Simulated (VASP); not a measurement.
# Li8H5F3 (P1) in VASP: settings compared, part 2 of 2

VASP 6.6.1.

## Step 3: Single point, PBEsol

Contents of INCAR:

```
PREC     = Accurate       # precision mode
ENCUT    = 520            # plane-wave cutoff, eV
EDIFF    = 1E-6           # SCF threshold, eV
ISMEAR   = -1             # smearing method
SIGMA    = 0.05           # smearing width, eV
LREAL    = Auto         
LASPH    = T              # aspherical terms in the spheres
NELM     = 100            # most SCF steps
ALGO     = Normal         # electronic algorithm
ISIF     = 2              # what is computed and relaxed
LWAVE    = F              # write WAVECAR
LCHARG   = F              # write CHGCAR
GGA      = PS             # functional
NBANDS   = 138            # bands
ISYM     = 0
```

Contents of KPOINTS:

```
Automatic mesh
0
Gamma
  1 1 1
  0.25 0.25 0.25
```

Contents of POSCAR:

```
Li8H5F3
1.0
    8.0062921052      0.0000000000      0.0000000000
    0.0000000000      8.0062921052      0.0000000000
    0.0000000000      0.0000000000      8.0062921052
H F Li
20 12 32
Direct
    0.2480720000      0.9996220000      0.9998290000
    0.2476450000      0.9988570000      0.5010920000
    0.2492080000      0.5020840000      0.5015060000
    0.7528010000      0.9991460000      0.0004960000
    0.7506690000      0.5028020000      0.5002590000
    0.0010130000      0.2493020000      0.9994870000
    0.0004320000      0.7509450000      0.0000180000
    0.0013150000      0.7496390000      0.4999920000
    0.4991170000      0.2494380000      0.9992360000
    0.0011980000      0.9976250000      0.2482170000
    0.0019830000      0.9987770000      0.7508310000
    0.0008490000      0.5017720000      0.2502600000
    0.0010860000      0.5017800000      0.7500620000
    0.4999270000      0.5011650000      0.2509170000
    0.4987770000      0.5004700000      0.7496440000
    0.2486870000      0.2507000000      0.7507860000
    0.2477890000      0.7506650000      0.2507100000
    0.2476570000      0.7497170000      0.7500160000
    0.7531110000      0.7488790000      0.2506600000
    0.7529860000      0.7491440000      0.7501910000
    0.2505350000      0.5002280000      0.0012010000
    0.7499180000      0.0008660000      0.4999290000
    0.7498370000      0.4995170000      0.0000820000
    0.9993920000      0.2499450000      0.4992240000
    0.4998330000      0.2495990000      0.4998570000
    0.5000490000      0.7504650000      0.0001900000
    0.5002560000      0.7517200000      0.5000840000
    0.5002270000      0.0000710000      0.2501120000
    0.5005110000      0.9996980000      0.7500020000
    0.2501080000      0.2502630000      0.2511330000
    0.7503010000      0.2503090000      0.2502920000
    0.7502940000      0.2503590000      0.7495800000
    0.0011670000      0.9986480000      0.9995750000
    0.9998800000      0.9998140000      0.4998440000
    0.0010030000      0.5015880000      0.9996160000
    0.0005650000      0.5013630000      0.5004970000
    0.4993070000      0.9979900000      0.9997590000
    0.5005300000      0.9992950000      0.5005420000
    0.4997340000      0.5022140000      0.9997710000
    0.4996790000      0.5022410000      0.5003970000
    0.2489900000      0.2518050000      0.0008990000
    0.2489780000      0.2508180000      0.4996630000
    0.2493980000      0.7484670000      0.0006380000
    0.2497940000      0.7501630000      0.5000290000
    0.7512900000      0.2515380000      0.0005570000
    0.7504180000      0.2499700000      0.4998480000
    0.7507270000      0.7481150000      0.9999920000
    0.7501510000      0.7512090000      0.5002670000
    0.2496800000      0.0009270000      0.2494960000
    0.2497190000      0.9995770000      0.7508930000
    0.2490780000      0.4997380000      0.2490420000
    0.2490570000      0.5012790000      0.7519480000
    0.7503600000      0.0006660000      0.2503050000
    0.7502480000      0.0010300000      0.7497840000
    0.7516340000      0.4999120000      0.2487260000
    0.7511800000      0.4996780000      0.7516220000
    0.0004680000      0.2501180000      0.2513610000
    0.9994770000      0.2498390000      0.7486810000
    0.0005120000      0.7507020000      0.2506850000
    0.0006060000      0.7504000000      0.7497890000
    0.4994000000      0.2487170000      0.2518750000
    0.5001520000      0.2488690000      0.7483290000
    0.4995190000      0.7519160000      0.2512210000
    0.4996760000      0.7518070000      0.7495620000
```

Potentials or basis: VASP PAW PBE potentials, release 64 (H, F, Li_sv).

Run with:

```bash
$ cat potpaw_PBE.64/H/POTCAR potpaw_PBE.64/F/POTCAR potpaw_PBE.64/Li_sv/POTCAR > POTCAR
$ mpirun -np 1 vasp_std > vasp.out
```

OUTCAR:

```text
PREC = Accurate
   ENCUT = 520
   EDIFF = 1E-6
   ISMEAR = -1
   LREAL = Auto
   LASPH = T
   NELM = 100
   ISIF = 2
   GGA = PS
   ISYM = 0

 ion  position               nearest neighbor table
   1  0.248  1.000  1.000-
   2  0.248  0.999  0.501-
   3  0.249  0.502  0.502-
   4  0.753  0.999  0.000-
   5  0.751  0.503  0.500-
[... 780 lines left out ...]
  -------------------------------------------------------------------------------------
  Total       -0.6680349     -0.6899730     -0.7292871     -0.1030024      0.0652380      0.0023812
  in kB       -2.0855252     -2.1540133     -2.2767473     -0.3215611      0.2036651      0.0074340
  external PRESSURE =      -2.1720953 kB  Pullay stress =       0.0000000 kB

 VOLUME and BASIS-vectors are now :
 -----------------------------------------------------------------------------
  energy-cutoff  :      520.00
  volume of cell :      513.21
      direct lattice vectors                 reciprocal lattice vectors
     8.006292105  0.000000000  0.000000000     0.124901763  0.000000000  0.000000000
     0.000000000  8.006292105  0.000000000     0.000000000  0.124901763  0.000000000
     0.000000000  0.000000000  8.006292105     0.000000000  0.000000000  0.124901763

 POSITION                                       TOTAL-FORCE (eV/Angst)
 -----------------------------------------------------------------------------------
      1.98614      8.00327      8.00492        -0.007356     -0.000250     -0.008717
      1.98272      7.99714      4.01189        -0.007859     -0.007309      0.002490
      1.99523      4.01983      4.01520        -0.002895      0.000502     -0.004548
      6.02714      7.99945      0.00397         0.005155     -0.007436     -0.013971
      6.01008      4.02558      4.00522         0.011696      0.005614      0.004385
      0.00811      1.99598      8.00218         0.003010     -0.001779     -0.003875
[... 56 lines left out ...]
      3.99930      6.02006      2.01135         0.004272     -0.000035     -0.002016
      4.00055      6.01919      6.00121        -0.001427      0.003959     -0.006510
 -----------------------------------------------------------------------------------
    total drift:                                0.012491      0.044583      0.019483

  FREE ENERGIE OF THE ION-ELECTRON SYSTEM (eV)
  ---------------------------------------------------
  free  energy   TOTEN  =      -239.5679494448 eV

  energy  without entropy=     -239.5679494448  energy(sigma->0) =     -239.56794944
```

OSZICAR:

```text
N       E                     dE             d eps       ncg     rms          rms(c)
DAV:   1     0.189636624062E+04    0.18964E+04   -0.85806E+04  1104   0.160E+03
DAV:   2     0.322238091701E+02   -0.18641E+04   -0.17158E+04  1168   0.442E+02
DAV:   3    -0.206793762176E+03   -0.23902E+03   -0.23728E+03  1502   0.142E+02
DAV:   4    -0.244708206267E+03   -0.37914E+02   -0.37558E+02  2024   0.475E+01
DAV:   5    -0.248977064477E+03   -0.42689E+01   -0.42661E+01  1696   0.140E+01    0.187E+01
DAV:   6    -0.240515910171E+03    0.84612E+01   -0.24769E+01  1440   0.144E+01    0.820E+00
DAV:   7    -0.239666410940E+03    0.84950E+00   -0.50198E+00  1704   0.423E+00    0.394E+00
DAV:   8    -0.239564643637E+03    0.10177E+00   -0.14271E+00  1528   0.326E+00    0.124E+00
DAV:   9    -0.239563714888E+03    0.92875E-03   -0.32115E-01  1560   0.160E+00    0.744E-01
DAV:  10    -0.239568827149E+03   -0.51123E-02   -0.49449E-02  1688   0.540E-01    0.295E-01
DAV:  11    -0.239568055964E+03    0.77118E-03   -0.59955E-03  1544   0.227E-01    0.123E-01
DAV:  12    -0.239568016626E+03    0.39338E-04   -0.98357E-04  1696   0.706E-02    0.703E-02
DAV:  13    -0.239567941909E+03    0.74717E-04   -0.41733E-04  1480   0.741E-02    0.179E-02
DAV:  14    -0.239567949199E+03   -0.72897E-05   -0.15942E-04  1728   0.316E-02    0.165E-02
DAV:  15    -0.239567949239E+03   -0.39827E-07   -0.18627E-05  1368   0.160E-02    0.116E-02
DAV:  16    -0.239567949445E+03   -0.20613E-06   -0.19431E-06   792   0.799E-03
   1 F= -.23956795E+03 E0= -.23956795E+03  d E =-.549229E-11
```

stdout:

```text
POSCAR found type information on POSCAR H F Li
 POSCAR found :  3 types and      64 ions
 scaLAPACK will be used
 -----------------------------------------------------------------------------
|                                                                             |
|                                                                             |
|     You enforced a specific xc type in the INCAR file but a different       |
|     I HOPE YOU KNOW WHAT YOU ARE DOING!                                     |
|                                                                             |
 -----------------------------------------------------------------------------

 LDA part: xc-table for (Slater+PW92), standard interpolation
 POSCAR, INCAR and KPOINTS ok, starting setup
 FFT: planning ... GRIDC
 FFT: planning ... GRID_SOFT
 FFT: planning ... GRID
 WAVECAR not read
 entering main loop
```

Wall time 8.3 min (1 thread of AMD EPYC 7R13 (Zen 3), shared host); peak memory 0.54 GiB.

What came out:

```
Free energy            : -239.5679 eV
Largest force          : 0.026 eV/Å
Band gap on the k mesh : 4.94 eV
```

Forces in eV/Å, atoms in the order of the input:
```
H   -0.007  0.000 -0.009
H   -0.008 -0.007  0.002
H   -0.003  0.001 -0.005
H    0.005 -0.007 -0.014
H    0.012  0.006  0.004
H    0.003 -0.002 -0.004
H   -0.001 -0.008 -0.003
H   -0.005 -0.001  0.006
H   -0.003  0.004 -0.002
H    0.001  0.002  0.010
H    0.000 -0.010  0.009
H   -0.008  0.016  0.005
H    0.001 -0.002 -0.005
H   -0.002  0.015  0.009
H    0.004  0.013 -0.011
H   -0.004 -0.005 -0.001
H   -0.001 -0.010  0.003
H    0.003  0.007 -0.001
H   -0.002  0.004 -0.013
H   -0.001 -0.001  0.001
F   -0.012  0.013 -0.003
F    0.014 -0.013  0.007
F    0.012  0.005 -0.004
F    0.000  0.001  0.004
F   -0.006  0.000  0.010
F   -0.001 -0.005 -0.004
F    0.001 -0.002  0.011
F   -0.007 -0.016  0.005
F    0.004 -0.016 -0.004
F   -0.013  0.003 -0.002
F    0.010  0.000 -0.001
F    0.008 -0.001 -0.001
Li  -0.007 -0.010 -0.003
Li  -0.013 -0.002  0.012
Li   0.001  0.006  0.003
Li  -0.001  0.003  0.004
Li   0.011 -0.003 -0.004
Li   0.003  0.009  0.000
Li  -0.007  0.005  0.005
Li   0.001  0.004  0.002
Li   0.008  0.012  0.011
Li  -0.005  0.015 -0.006
Li   0.008 -0.011  0.002
Li  -0.002 -0.008  0.005
Li  -0.010  0.005 -0.005
Li  -0.006  0.013 -0.004
Li  -0.003 -0.004  0.008
Li   0.001 -0.006 -0.002
Li   0.001  0.012 -0.011
Li  -0.007  0.005  0.013
Li   0.002 -0.010 -0.014
Li   0.002 -0.019  0.009
Li  -0.001  0.025 -0.006
Li   0.004  0.023  0.007
Li  -0.012 -0.016 -0.006
Li  -0.002 -0.015  0.005
Li  -0.001 -0.015  0.014
Li  -0.003 -0.009 -0.022
Li   0.007  0.005  0.003
Li   0.007  0.015 -0.010
Li   0.015 -0.002 -0.001
Li   0.012 -0.011 -0.001
Li   0.004  0.000 -0.002
Li  -0.001  0.004 -0.007
```

Levels at points of the mesh, in eV from the valence-band top:
```
           k point  band 98  band 99  band 100  band 101  band 102  band 103
(0.25, 0.25, 0.25)    -0.26    -0.13     -0.01      5.00      5.13      5.23
```

Caveat: the k points lie up to 0.78 Å⁻¹ apart; the cutoff is under 1.25 times the usual one of these potentials, so pressure, stress and relaxed cells hold a basis-set (Pulay) error; the PAW data sets were made with another functional, which shifts forces and pressure a little; a shifted mesh leaves out Γ, where band edges can lie.

## Step 4: Single point, HSE06

POSCAR: that of step 3 with these lines changed.

```diff
@@ -2,5 +2,5 @@
 1.0
-    8.0062921052      0.0000000000      0.0000000000
-    0.0000000000      8.0062921052      0.0000000000
-    0.0000000000      0.0000000000      8.0062921052
+    8.0062920000      0.0000000000      0.0000000000
+    0.0000000000      8.0062920000      0.0000000000
+    0.0000000000      0.0000000000      8.0062920000
 H F Li
```

Contents of INCAR.step1:

```
  PREC = Accurate
  ENCUT = 520
  EDIFF = 1E-5
  ISMEAR = -1
  SIGMA = 0.05
  LREAL = Auto
  LASPH = True
  NELM = 80
  ALGO = Normal
  ISIF = 2
  LWAVE = True
  GGA = PE
  NBANDS = 138
```

Contents of INCAR.step2:

```
  PREC = Accurate
  ENCUT = 520
  EDIFF = 1E-7
  ISMEAR = -1
  SIGMA = 0.05
  LREAL = Auto
  LASPH = True
  NELM = 80
  ALGO = Normal
  ISIF = 2
  LWAVE = False
  LCHARG = True
  GGA = PE
  LHFCALC = True
  HFSCREEN = 0.2079
  PRECFOCK = Fast
  LELF = True
  LVHAR = True
  ISTART = 1
  NBANDS = 138
```

Contents of KPOINTS:

```
Automatic mesh
0
Gamma
  1 1 1
```

Run with:

```bash
$ cat potpaw_PBE.64/H/POTCAR potpaw_PBE.64/F/POTCAR potpaw_PBE.64/Li_sv/POTCAR > POTCAR
$ cp INCAR.step1 INCAR
$ mpirun -np 1 vasp_gam > vasp.out
$ cp INCAR.step2 INCAR
$ mpirun -np 1 vasp_gam > vasp.out
```

It took 7.7 min on 1 thread of AMD EPYC 7R13 (Zen 3), shared host; peak memory 0.62 GiB.

The run converged. Its results:

* Free energy: -271.4140 eV
* Largest force: 0.092 eV/Å
* Band gap on the k mesh: 5.79 eV

Forces on the atoms (eV/Å):
```
H    0.012  0.003  0.018
H    0.005 -0.006 -0.022
H    0.002  0.001 -0.034
H   -0.004 -0.033 -0.016
H    0.018  0.023  0.001
H    0.018 -0.015 -0.019
H   -0.008  0.007 -0.006
H   -0.004 -0.010  0.001
H   -0.012  0.007 -0.008
H   -0.034  0.042  0.039
H   -0.057  0.044 -0.023
H   -0.007 -0.030  0.036
H   -0.024 -0.060 -0.038
H   -0.002 -0.018 -0.019
H    0.026 -0.037  0.014
H    0.034 -0.002  0.039
H    0.019 -0.025  0.001
H    0.036  0.002  0.010
H   -0.023  0.032 -0.009
H   -0.026  0.037 -0.004
F   -0.072  0.052 -0.023
F    0.036 -0.045  0.008
F    0.068  0.034 -0.007
F    0.049  0.002  0.013
F   -0.024  0.025  0.013
F   -0.009  0.017 -0.009
F   -0.010 -0.041  0.016
F   -0.007 -0.036 -0.020
F   -0.012 -0.030  0.023
F   -0.042 -0.005  0.006
F    0.025  0.001 -0.025
F    0.018  0.008  0.028
Li  -0.022  0.033  0.007
Li  -0.044 -0.010  0.009
Li  -0.006 -0.030  0.008
Li  -0.014 -0.003 -0.009
Li   0.020  0.018 -0.001
Li   0.024  0.025 -0.007
Li  -0.006 -0.017  0.009
Li   0.008 -0.028 -0.010
Li   0.012  0.020  0.002
Li  -0.012  0.027 -0.011
Li   0.004 -0.018  0.001
Li  -0.014  0.006  0.006
Li  -0.001  0.028 -0.011
Li  -0.002 -0.013  0.000
Li   0.006 -0.021  0.008
Li   0.019  0.041 -0.009
Li   0.008  0.010 -0.018
Li  -0.001  0.020  0.016
Li   0.008 -0.010 -0.010
Li   0.002 -0.047  0.022
Li  -0.003  0.029 -0.008
Li   0.007  0.019  0.011
Li  -0.007 -0.030 -0.005
Li  -0.003 -0.032  0.011
Li  -0.012 -0.002  0.021
Li  -0.005 -0.006 -0.021
Li  -0.003  0.004  0.016
Li  -0.001  0.011 -0.016
Li   0.024 -0.029  0.017
Li   0.005 -0.016 -0.011
Li   0.011  0.042  0.014
Li   0.008  0.034 -0.013
```

Levels at points of the mesh, in eV from the valence-band top:
```csv
k point,band 96,band 97,band 98,band 99,band 100,band 101,band 102,band 103,band 104,band 105
"(0.00, 0.00, 0.00)",-0.94,-0.86,-0.48,-0.14,0.00,5.79,5.95,6.22,6.91,6.97
```

Caveat: the k points lie up to 0.78 Å⁻¹ apart; the cutoff is under 1.25 times the usual one of these potentials, so pressure, stress and relaxed cells hold a basis-set (Pulay) error; the PAW data sets were made with another functional, which shifts forces and pressure a little; an odd mesh through Γ misses points on the zone boundary, where band edges can lie.

## Step 5: Overview

| level | k mesh | grid for exact exchange (PRECFOCK) | share of exact exchange | screening parameter | gap on the mesh (eV) | largest force (eV/Å) |
| --- | --- | --- | --- | --- | --- | --- |
| r2SCAN | 1 × 1 × 1 | - | - | - | 5.24 | 0.09 |
| PBEsol | 1 × 1 × 1, shifted | - | - | - | 4.94 | 0.03 |
| HSE06 | 1 × 1 × 1 | Fast | 0.25 | 0.2079 1/Å | 5.79 | 0.09 |

Alike in all rows: task single point; potentials or basis VASP PAW PBE potentials, release 64 (H, F, Li_sv); no spin polarisation; cell a = 8.006 Å, 64 atoms; cutoff (eV) 520; smearing fermi-dirac 0.05 eV.

Caveats: all runs use coarse meshes; the cutoff is under 1.25 times the usual one of these potentials, so pressure, stress and relaxed cells hold a basis-set (Pulay) error; the PAW data sets were made with another functional, which shifts forces and pressure a little; an odd mesh through Γ misses points on the zone boundary, where band edges can lie (at least some runs); a shifted mesh leaves out Γ, where band edges can lie (at least some runs).

Absolute energies hang on the potentials; compare differences alone.
